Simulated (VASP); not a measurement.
# AlH5 (P-6m2) in VASP: notebook, part 2 of 2

VASP 6.6.1. The steps go on from the part before.

## Step 3: Single point, PBE

This run uses another cell than the first one, of 9.40 Å³/atom, 1.338 times its volume.

Contents of INCAR:

```
ALGO = Normal ; EDIFF = 1E-6
ENCUT = 520 ; GGA = PE
ISIF = 2 ; ISMEAR = 0
LASPH = T ; LCHARG = F
LREAL = F ; LWAVE = F
NBANDS = 13 ; NELM = 60
PREC = Accurate ; SIGMA = 0.1
```

Contents of KPOINTS:

```
k-points
0
Gamma
  6 6 4
```

Contents of POSCAR:

```
AlH5
1.0
    3.1918482000      0.0000000000      0.0000000000
   -1.5959241000      2.7642216300      0.0000000000
    0.0000000000      0.0000000000      6.3922721000
Al H
1 5
Direct
    0.3333333300      0.6666666700      0.0000000000
    0.6666666700      0.3333333300      0.5000000000
    0.4495949100      0.5504050900      0.5000000000
    0.4495949100      0.8991898100      0.5000000000
    0.1008101900      0.5504050900      0.5000000000
    0.0000000000      0.0000000000      0.5000000000
```

Potentials or basis: VASP PAW PBE potentials, release 64 (Al, H).

Launch:

```console
$ cat potpaw_PBE.64/Al/POTCAR potpaw_PBE.64/H/POTCAR > POTCAR
$ mpirun -np 1 vasp_std > vasp.out
```

It took 11 s on 1 thread of Intel Xeon Platinum 8488C (Sapphire Rapids), shared host; peak memory 0.16 GiB.

Results (log left out):

```
Free energy            : -15.0461 eV
Pressure               : -3.9 GPa
Largest force          : 0.053 eV/Å
Band gap on the k mesh : zero (band 4 reaches 4.48 eV, above the bottom of band 5 at 1.06 eV)
```

Forces on the atoms (eV/Å):
```
Al   0.000  0.000  0.000
H    0.000  0.000  0.000
H   -0.046  0.027  0.000
H    0.000 -0.053  0.000
H    0.046  0.027  0.000
H    0.000  0.000  0.000
```

Stress tensor (GPa, compression positive):
```
-5.09  0.00  0.00
 0.00 -5.09  0.00
 0.00  0.00 -1.58
```

Levels at points of the mesh, in eV from the Fermi level:
```csv
k point,band 1,band 2,band 3,band 4,band 5,band 6,band 7,band 8
"(0.00, 0.00, 0.00)",-12.69,-6.68,-1.53,3.13,4.02,5.22,5.22,7.03
"(0.50, 0.00, 0.00)",-9.18,-6.67,-2.26,-1.64,0.70,2.35,3.21,4.12
"(0.00, 0.00, 0.50)",-12.67,-6.88,-0.29,2.75,3.22,4.04,5.24,5.24
"(0.50, 0.00, 0.50)",-9.17,-6.66,-2.45,-1.81,0.67,3.25,3.35,5.56
```

Caveat: the k points lie up to 0.38 Å⁻¹ apart.

## Step 4: Relaxation of cell and atoms, PBE

This run uses another cell than the first one, of 9.40 Å³/atom, 1.338 times its volume.

Contents of INCAR:

```
PREC     = Accurate       # precision mode
ENCUT    = 600            # plane-wave cutoff, eV
EDIFF    = 1E-6           # SCF threshold, eV
ISMEAR   = 0              # smearing method
SIGMA    = 0.1            # smearing width, eV
LREAL    = F              # projectors in reciprocal space
LASPH    = T              # aspherical terms in the spheres
NELM     = 60             # most SCF steps
ALGO     = Normal         # electronic algorithm
ISIF     = 3              # what is computed and relaxed
LWAVE    = F              # write WAVECAR
LCHARG   = F              # write CHGCAR
GGA      = PE             # functional
IBRION   = 2              # ionic algorithm
NSW      = 90             # ionic steps
EDIFFG   = -0.04          # ionic threshold
```

Contents of KPOINTS:

```
Automatic mesh
0
Gamma
  6 6 4
```

POSCAR is that of step 3.

Potentials or basis: VASP PAW PBE potentials, release 64 (Al, H).

Launch:

```console
$ cat potpaw_PBE.64/Al/POTCAR potpaw_PBE.64/H/POTCAR > POTCAR
$ mpirun -np 1 vasp_std > vasp.out
```

OUTCAR:

```text
PREC = Accurate
   ENCUT = 600
   EDIFF = 1E-6
   ISMEAR = 0
   LREAL = F
   LASPH = T
   NELM = 60
   ISIF = 3
   GGA = PE
   IBRION = 2
   NSW = 90
   EDIFFG = -0.04

 ion  position               nearest neighbor table
   1  0.333  0.667  0.000-
   2  0.667  0.333  0.500-
   3  0.450  0.550  0.500-
   4  0.450  0.899  0.500-
   5  0.101  0.550  0.500-
   6  0.000  0.000  0.500-

  LATTYP: Found a hexagonal cell.
 ALAT       =     3.1918482000
 C/A-ratio  =     2.0026867506

  Lattice vectors:

 A1 = (   3.1918482000,   0.0000000000,   0.0000000000)
 A2 = (  -1.5959241000,   2.7642216300,   0.0000000000)
[... 187 lines left out ...]
  Direction    XX          YY          ZZ          XY          YZ          ZX
  --------------------------------------------------------------------------------------
  -------------------------------------------------------------------------------------
  Total       -1.7543421     -1.7543421     -0.5181576      0.0000000      0.0000000     -0.0000000
  in kB      -49.8373028    -49.8373030    -14.7198066      0.0000000      0.0000000     -0.0000000
  external PRESSURE =     -38.1314708 kB  Pullay stress =       0.0000000 kB
[... 187 lines left out ...]
--------------------------------------- Ionic step        6  -------------------------------------------

 number of electron       8.0000000 magnetization

 Free energy of the ion-electron system (eV)
  ---------------------------------------------------
  ext. energy  EPLUGINS =         0.00000000
  ---------------------------------------------------
  free energy    TOTEN  =       -15.14910878 eV

  energy without entropy =      -15.12843186  energy(sigma->0) =      -15.13877032

 E-fermi :   2.3127     XC(G=0):  -8.5291

 val. band max:        2.2739160837   @ k =   0.3333   0.1667   0.5000
 cond. band min:       2.3211842811   @ k =   0.1667   0.0000   0.5000
 fundamental gap:      0.0472681974
 Fermi energy:         2.3127059284

 k-point     1 :       0.0000    0.0000    0.0000
  band No.  band energies     occupation
      1     -11.9346      2.00000
      2      -5.0783      2.00000
      3       0.1123      2.00000
      4       6.3692      0.00000
      5       6.9761      0.00000
      6       7.7335      0.00000
      7       7.7335      0.00000
      8       9.0602      0.00000
[... 251 lines left out ...]
  FREE ENERGIE OF THE ION-ELECTRON SYSTEM (eV)
  ---------------------------------------------------
  free  energy   TOTEN  =       -15.1491087816 eV

  energy  without entropy=      -15.1284318620  energy(sigma->0) =      -15.13877032

 reached required accuracy - stopping structural energy minimisation
```

OSZICAR:

```text
N       E                     dE             d eps       ncg     rms          rms(c)
DAV:   1     0.486616797958E+01    0.48662E+01   -0.34810E+03   336   0.883E+02
DAV:   2    -0.150541181200E+02   -0.19920E+02   -0.19456E+02   520   0.788E+01
DAV:   3    -0.157387323620E+02   -0.68461E+00   -0.67825E+00   392   0.222E+01
[... 61 lines left out ...]
DAV:   6    -0.151494345822E+02    0.71991E-03   -0.48342E-04   368   0.157E-01    0.103E-01
DAV:   7    -0.151491731198E+02    0.26146E-03   -0.10221E-04   360   0.506E-02    0.478E-02
DAV:   8    -0.151491114493E+02    0.61671E-04   -0.36145E-05   360   0.299E-02    0.114E-02
DAV:   9    -0.151491086588E+02    0.27905E-05   -0.31971E-06   368   0.932E-03    0.120E-03
DAV:  10    -0.151491087816E+02   -0.12288E-06   -0.12810E-07   168   0.277E-03
   6 F= -.15149109E+02 E0= -.15138770E+02  d E =-.204180E-01
```

CONTCAR:

```text
AlH5
   1.00000000000000
     3.0228409166947596   -0.0000000000000000   -0.0000000000000000
    -1.5114204583473798    2.6178570286373541    0.0000000000000000
    -0.0000000000000000    0.0000000000000000    6.2288215783683443
  Al              H
     1     5
Direct
     0.3333333300000021    0.6666666699999979    0.0000000000000000
     0.6666666699999979    0.3333333300000021    0.5000000000000000
     0.4572256934169415    0.5427743065830719    0.5000000000000000
     0.4572256934169281    0.9144513768338554    0.5000000000000000
     0.0855486231661313    0.5427743065830719    0.5000000000000000
     1.0000000000000000    0.0000000000000000    0.5000000000000000

  0.00000000E+00  0.00000000E+00  0.00000000E+00
  0.00000000E+00  0.00000000E+00  0.00000000E+00
  0.00000000E+00  0.00000000E+00  0.00000000E+00
  0.00000000E+00  0.00000000E+00  0.00000000E+00
  0.00000000E+00  0.00000000E+00  0.00000000E+00
  0.00000000E+00  0.00000000E+00  0.00000000E+00
```

Run time: 57 s. Hardware: 1 thread of Intel Xeon Platinum 8488C (Sapphire Rapids), shared host; peak memory 0.19 GiB.

What came out:

```
Free energy                            : -15.1491 eV
Relaxed volume                         : 8.22 Å³/atom
Relaxed cell                           : a = 3.023 Å, b = 3.023 Å, c = 6.229 Å, α = 90.00°, β = 90.00°, γ = 120.00°
Space group after relaxing (to 0.05 Å) : P-6m2 (No. 187)
Energy gained by relaxing              : 16.9 meV/atom
Ionic steps                            : 6
Pressure after relaxing                : 0.3 GPa
Largest force after relaxing           : 0.027 eV/Å
Band gap on the k mesh                 : zero (band 4 reaches 6.37 eV, above the bottom of band 5 at 1.73 eV)
```

Forces in eV/Å, atoms in the order of the input:
```
Al   0.000  0.000  0.000
H    0.000  0.000  0.000
H   -0.023  0.013  0.000
H    0.000 -0.027  0.000
H    0.023  0.013  0.000
H    0.000  0.000  0.000
```

The path:
| step | energy change (eV) | largest force (eV/Å) | pressure (GPa) | volume (Å³) |
| --- | --- | --- | --- | --- |
| 1 | 0.0000 | 0.0503 | -3.81 | 56.40 |
| 2 | -0.0450 | 0.0615 | -2.94 | 54.59 |
| 3 | -0.0803 | 0.2637 | -0.76 | 51.77 |
| 4 | -0.0808 | 0.2980 | -0.38 | 51.37 |
| 5 | -0.0953 | 0.1683 | -0.18 | 50.54 |
| 6 | -0.1012 | 0.0267 | 0.28 | 49.29 |

Final structure:
```yaml
crystal:
  lattice:
    - [3.02284, 0.00000, 0.00000]
    - [-1.51142, 2.61786, 0.00000]
    - [0.00000, 0.00000, 6.22882]
  atoms:
    - { symbol: Al, position: [0.33333, 0.66667, 0.00000] }
    - { symbol: H, position: [0.66667, 0.33333, 0.50000] }
    - { symbol: H, position: [0.45723, 0.54277, 0.50000] }
    - { symbol: H, position: [0.45723, 0.91445, 0.50000] }
    - { symbol: H, position: [0.08555, 0.54277, 0.50000] }
    - { symbol: H, position: [0.00000, 0.00000, 0.50000] }
```

Levels at points of the mesh, in eV from the Fermi level:
```csv
k point,band 2,band 3,band 4,band 5,band 6,band 7
"(0.00, 0.00, 0.00)",-7.39,-2.20,4.06,4.66,5.42,5.42
"(0.50, 0.00, 0.00)",-7.94,-2.15,-2.09,0.76,2.35,3.07
"(0.00, 0.00, 0.50)",-7.61,-0.80,2.15,4.16,4.67,5.43
"(0.50, 0.00, 0.50)",-7.93,-2.38,-2.26,0.73,3.10,3.51
```

Caveat: the k points lie up to 0.40 Å⁻¹ apart in the final cell.

## Step 5: Summary

| task | cell | cutoff (eV) | gap on the mesh (eV) | pressure (GPa) | largest force (eV/Å) |
| --- | --- | --- | --- | --- | --- |
| single point | a = 3.066, b = 3.066, c = 5.179 Å, angles 90.0, 90.0, 120.0°, 6 atoms | 520 | none | -0.4 | 0.01 |
| single point | a = 3.192, b = 3.192, c = 6.392 Å, angles 90.0, 90.0, 120.0°, 6 atoms | 520 | none | -3.9 | 0.05 |
| relaxation of cell and atoms | relaxed from a = 3.192, b = 3.192, c = 6.392 Å, angles 90.0, 90.0, 120.0°, 6 atoms | 600 | none | 0.3 | 0.03 |

Alike in all rows: level PBE; potentials or basis VASP PAW PBE potentials, release 64 (Al, H); no spin polarisation; k mesh 6 × 6 × 4; smearing gaussian 0.1 eV.

Caveats: all runs use coarse meshes.

Total energies depend on the potentials used, so only differences within one code and one set of settings carry meaning.
